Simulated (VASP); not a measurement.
Here is a VASP 6.6.1 calculation.

INCAR

```
  PREC = Accurate
  ENCUT = 520
  EDIFF = 1E-6
  ISMEAR = 1
  SIGMA = 0.01
  LREAL = F
  LASPH = T
  NELM = 100
  ALGO = Normal
  ISIF = 2
  LWAVE = F
  LCHARG = T
  GGA = PE
  LELF = T
  LVHAR = T
  NBANDS = 11
```

Contents of KPOINTS:

```
regular mesh
0
Gamma
  9 9 9
```

The input POSCAR:

```
Ba
1.0
   -2.5124914082      2.5124914082      2.5124914082
    2.5124914082     -2.5124914082      2.5124914082
    2.5124914082      2.5124914082     -2.5124914082
Ba
1
Direct
    0.0000000000      0.0000000000      0.0000000000
```

Potentials or basis: VASP PAW PBE potentials, release 64 (Ba_sv).

The run is started by

```bash
$ cat potpaw_PBE.64/Ba_sv/POTCAR > POTCAR
$ mpirun -np 1 vasp_std > vasp.out
```

Q: Predict the band gap on the k mesh.

A: Zero (bands 5 and 6 overlap by 0.91 eV).

Q: Predict the pressure.

A: 0.1 GPa.

Caveat: spin-orbit coupling is left out, which moves the levels of the heavy elements.
